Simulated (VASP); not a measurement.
# Al13Ga3As16 (P1) in VASP: settings compared, part 2 of 3

VASP 6.6.1. The steps go on from the part before.

**3. Single point, PBEsol**

The input, INCAR:

```
PREC = Accurate
ENCUT = 500
EDIFF = 1E-6
ISMEAR = -1
SIGMA = 0.05
LREAL = Auto
LASPH = True
NELM = 120
ALGO = Normal
ISIF = 2
LWAVE = False
LCHARG = False
GGA = PS
NBANDS = 291
ISYM = -1
GGA_COMPAT = False
```

The input, KPOINTS:

```
explicit points
1
Reciprocal
  0.25000000   0.25000000   0.25000000 1
```

The input, POSCAR:

```
Al13Ga3As16
1.0
   12.0036380000      0.0000000000      0.0000000000
    0.0000010000     13.8606080000      0.0000000000
    0.0000000000      0.0000000000     13.1545750000
Al Ga As
39 9 48
Direct
    0.0008650000      0.1686990000      0.9959660000
    0.3348090000      0.1645220000      0.9975920000
    0.3343280000      0.1649440000      0.5002410000
    0.1671330000      0.4182410000      0.0039240000
    0.1695060000      0.4159120000      0.5019130000
    0.9980450000      0.6667410000      0.9989890000
    0.9983010000      0.6658730000      0.4984100000
    0.6687380000      0.1661230000      0.0018110000
    0.6666320000      0.1662990000      0.4984420000
    0.5006010000      0.4160410000      0.9987570000
    0.5035600000      0.4150230000      0.5000860000
    0.3316280000      0.6669160000      0.0003740000
    0.3347820000      0.6681080000      0.4993060000
    0.1643820000      0.9175130000      0.9986400000
    0.8330180000      0.4141890000      0.0019650000
    0.6684260000      0.6639000000      0.9961760000
    0.6634570000      0.6680270000      0.4991260000
    0.4980750000      0.9138110000      0.9993500000
    0.5021600000      0.9147940000      0.5024350000
    0.8341170000      0.9178720000      0.9994740000
    0.9969130000      0.3338240000      0.2498350000
    0.9989350000      0.3322530000      0.7501670000
    0.5018040000      0.0832520000      0.2510360000
    0.5003610000      0.0841210000      0.7511980000
    0.3340310000      0.3344300000      0.2489200000
    0.3380510000      0.3330190000      0.7492650000
    0.1665320000      0.5843080000      0.2504120000
    0.1661590000      0.5848860000      0.7480420000
    0.0002710000      0.8351570000      0.2478910000
    0.0001810000      0.8342450000      0.7489840000
    0.8336900000      0.0802610000      0.2490080000
    0.8335270000      0.0824820000      0.7483540000
    0.6676560000      0.3332770000      0.2483320000
    0.6652270000      0.3329080000      0.7493380000
    0.3346320000      0.8340510000      0.2504300000
    0.3309330000      0.8347480000      0.7513320000
    0.8320790000      0.5799430000      0.2521130000
    0.8319020000      0.5812560000      0.7484000000
    0.6645150000      0.8360540000      0.7536470000
    0.9962840000      0.1658870000      0.4989420000
    0.1673140000      0.9192580000      0.5023120000
    0.8338190000      0.4175390000      0.4992630000
    0.8347120000      0.9159450000      0.5002320000
    0.1659110000      0.0853380000      0.2520010000
    0.1647760000      0.0862390000      0.7506310000
    0.4994820000      0.5841780000      0.2488690000
    0.4979670000      0.5817750000      0.7514810000
    0.6663790000      0.8308030000      0.2505070000
    0.9986070000      0.1680240000      0.1880430000
    0.9994310000      0.1652160000      0.6876100000
    0.3353490000      0.1662730000      0.1881160000
    0.3345410000      0.1660720000      0.6866770000
    0.1699630000      0.4167810000      0.1891650000
    0.1682450000      0.4176220000      0.6893700000
    0.0015000000      0.6680100000      0.1862380000
    0.9994060000      0.6667610000      0.6903150000
    0.6670500000      0.1681410000      0.1867660000
    0.6684980000      0.1664510000      0.6852130000
    0.4994450000      0.4152300000      0.1863060000
    0.5018290000      0.4182390000      0.6904890000
    0.3330870000      0.6666180000      0.1884500000
    0.3347460000      0.6665330000      0.6894700000
    0.1639290000      0.9162630000      0.1875160000
    0.1675200000      0.9133040000      0.6855990000
    0.8311440000      0.4164350000      0.1819290000
    0.8337430000      0.4196860000      0.6879430000
    0.6675540000      0.6649150000      0.1886290000
    0.6680990000      0.6674320000      0.6874680000
    0.4985550000      0.9166710000      0.1854020000
    0.4993380000      0.9166270000      0.6871370000
    0.8339710000      0.9179450000      0.1867310000
    0.8321000000      0.9151100000      0.6866650000
    0.1684920000      0.0834760000      0.4356530000
    0.1660190000      0.0833510000      0.9338810000
    0.9983020000      0.3344310000      0.4393910000
    0.9986980000      0.3328620000      0.9354680000
    0.5000960000      0.0820720000      0.4375280000
    0.5006390000      0.0828160000      0.9377180000
    0.3323220000      0.3332980000      0.4362360000
    0.3334720000      0.3318180000      0.9350420000
    0.1630550000      0.5816540000      0.4348680000
    0.1667220000      0.5843180000      0.9383900000
    0.9986100000      0.8340170000      0.4354860000
    0.0024630000      0.8334620000      0.9386540000
    0.8362380000      0.0843850000      0.4352410000
    0.8348790000      0.0804410000      0.9392450000
    0.6674240000      0.3347920000      0.4368920000
    0.6654080000      0.3306040000      0.9359150000
    0.4981080000      0.5819800000      0.4374590000
    0.4981230000      0.5832530000      0.9349840000
    0.3372170000      0.8344440000      0.4369810000
    0.3307720000      0.8342010000      0.9364830000
    0.8325700000      0.5819080000      0.4353690000
    0.8308600000      0.5825220000      0.9376390000
    0.6648230000      0.8338380000      0.4389500000
    0.6685660000      0.8351840000      0.9388720000
```

Potentials or basis: VASP PAW PBE potentials, release 64 (Al, Ga_d, As).

The run is started by

```sh
> cat potpaw_PBE.64/Al/POTCAR potpaw_PBE.64/Ga_d/POTCAR potpaw_PBE.64/As/POTCAR > POTCAR
> mpirun -np 1 vasp_std > vasp.out
```

Wall time 15 min (1 thread of Intel Xeon 6975P-C (Granite Rapids), shared host); peak memory 1.9 GiB.

It converged, with:

```yaml
Free_energy: -473.1661 eV
Pressure: 0.4 GPa
Largest_force: 0.883 eV/Å
Band_gap_on_the_k_mesh: 1.70 eV
```

Forces on the atoms (eV/Å):
```
Al  -0.017 -0.272  0.486
Al  -0.154  0.198  0.274
Al   0.003  0.272 -0.095
Al   0.042 -0.228 -0.432
Al  -0.314  0.103  0.034
Al   0.101 -0.081  0.083
Al   0.059  0.144  0.288
Al  -0.098 -0.150 -0.237
Al   0.153  0.052 -0.081
Al  -0.140 -0.038 -0.023
Al  -0.471  0.153  0.198
Al   0.142  0.074  0.055
Al  -0.405 -0.199  0.120
Al   0.261  0.142  0.297
Al  -0.168  0.111 -0.859
Al  -0.452  0.422  0.432
Al   0.214 -0.302  0.093
Al   0.126  0.278 -0.064
Al  -0.161  0.343 -0.102
Al   0.217 -0.354  0.192
Al   0.240  0.136  0.120
Al   0.124  0.210 -0.250
Al  -0.072 -0.060 -0.118
Al   0.112 -0.108 -0.101
Al   0.063 -0.328  0.153
Al  -0.439  0.008 -0.017
Al  -0.046 -0.071 -0.171
Al   0.111 -0.126  0.344
Al  -0.239 -0.227  0.194
Al  -0.120 -0.089  0.227
Al  -0.052  0.519 -0.006
Al  -0.069 -0.163  0.321
Al  -0.176  0.109  0.164
Al   0.388  0.010  0.002
Al  -0.254  0.000 -0.070
Al   0.390 -0.266 -0.131
Al   0.328  0.325 -0.454
Al   0.062  0.519  0.356
Al   0.097 -0.347 -0.258
Ga   0.647  0.191  0.127
Ga  -0.002 -0.345 -0.499
Ga  -0.071 -0.017  0.287
Ga  -0.132  0.173 -0.088
Ga   0.036 -0.151 -0.423
Ga   0.273 -0.505 -0.376
Ga   0.018 -0.218  0.138
Ga   0.369  0.413 -0.219
Ga  -0.065  0.278 -0.022
As   0.147 -0.150 -0.363
As  -0.055  0.198 -0.270
As  -0.178  0.005 -0.236
As  -0.113  0.034  0.036
As  -0.577  0.032  0.031
As  -0.008 -0.249 -0.061
As  -0.388 -0.206  0.098
As  -0.126  0.037 -0.508
As   0.116 -0.294  0.225
As  -0.176  0.043  0.086
As   0.221  0.305 -0.029
As  -0.009 -0.175 -0.602
As   0.057  0.131 -0.146
As  -0.104  0.177 -0.348
As   0.537  0.372 -0.134
As  -0.213  0.754  0.282
As   0.198 -0.020  0.821
As  -0.116 -0.752 -0.251
As  -0.016  0.022 -0.433
As  -0.377  0.073  0.051
As   0.328 -0.015  0.181
As  -0.102  0.115  0.280
As  -0.275 -0.498 -0.068
As   0.045  0.138  0.057
As  -0.371  0.134  0.449
As   0.070  0.026  0.409
As   0.260 -0.137 -0.207
As   0.236  0.369  0.246
As   0.115 -0.096  0.033
As   0.217 -0.214  0.022
As   0.369 -0.176  0.117
As  -0.127  0.125  0.317
As   0.422  0.196  0.439
As  -0.210 -0.147 -0.252
As   0.324 -0.071  0.131
As  -0.471 -0.056 -0.370
As  -0.598 -0.415  0.106
As  -0.091  0.535 -0.457
As   0.195 -0.296 -0.169
As   0.200  0.181  0.109
As   0.115 -0.013 -0.115
As   0.062  0.007  0.449
As  -0.448  0.029  0.085
As   0.009 -0.130  0.154
As  -0.241  0.233  0.393
As   0.456 -0.367 -0.259
As   0.419  0.012 -0.305
As  -0.190 -0.347  0.090
```

Stress tensor (GPa, compression positive):
```
 0.27 -0.06  0.06
-0.06  0.34  0.01
 0.06  0.01  0.49
```

Levels at points of the mesh, in eV from the valence-band top:
| k point | band 235 | band 236 | band 237 | band 238 | band 239 | band 240 |
| --- | --- | --- | --- | --- | --- | --- |
| (0.25, 0.25, 0.25) | -0.35 | -0.16 | 0.00 | 1.70 | 1.79 | 1.86 |

Caveat: the PAW data sets were made with another functional, which shifts forces and pressure a little; a shifted mesh leaves out Γ, where band edges can lie. A k mesh can miss the band edges.

(Continued in part 3 of 3.)
